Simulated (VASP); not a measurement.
Here is a VASP 6.6.1 calculation.

INCAR

```
SYSTEM = LiF
  PREC = Accurate
  ENCUT = 600
  EDIFF = 1E-8
  ISMEAR = 0
  SIGMA = 0.01
  LREAL = .FALSE.
  LASPH = .TRUE.
  NELM = 80
  ALGO = Normal
  ISIF = 3
  LWAVE = .FALSE.
  LCHARG = .FALSE.
  NBANDS = 12
  IBRION = 6
  NFREE = 2
  POTIM = 0.015
  NSW = 1
```

File KPOINTS:

```
Automatic mesh
0
G
  10 10 10
  0 0 0
```

Contents of POSCAR:

```
LiF
1.0
    0.0000000000      1.9402809222      1.9402809222
    1.9402809222      0.0000000000      1.9402809222
    1.9402809222      1.9402809222      0.0000000000
Li F
1 1
Direct
    0.0000000000      0.0000000000      0.0000000000
    0.5000000000      0.5000000000      0.5000000000
```

Potentials or basis: VASP PAW LDA potentials, release 64 (Li_sv, F).

Run with:

```console
$ cat potpaw_LDA.64/Li_sv/POTCAR potpaw_LDA.64/F/POTCAR > POTCAR
$ mpirun -np 1 vasp_std > vasp.out
```

**Question.** What does it give for the elastic constants C11, C12, C44?

**Answer.** 172, 50, 70 GPa.

**Question.** What does it give for the Voigt bulk modulus?

**Answer.** 91 GPa.

**Question.** What does it give for the highest phonon frequency at Γ, LO-TO splitting left out?

**Answer.** 363 cm⁻¹.

Clamped-ion elastic tensor (GPa):
```
172  50  50   0   0   0
 50 172  50   0   0   0
 50  50 172   0   0   0
  0   0   0  70   0   0
  0   0   0   0  70   0
  0   0   0   0   0  70
```

Caveat: the cell is under stress, which shifts elastic constants; the cutoff is under 1.25 times the usual one of these potentials, so pressure, stress and relaxed cells hold a basis-set (Pulay) error.
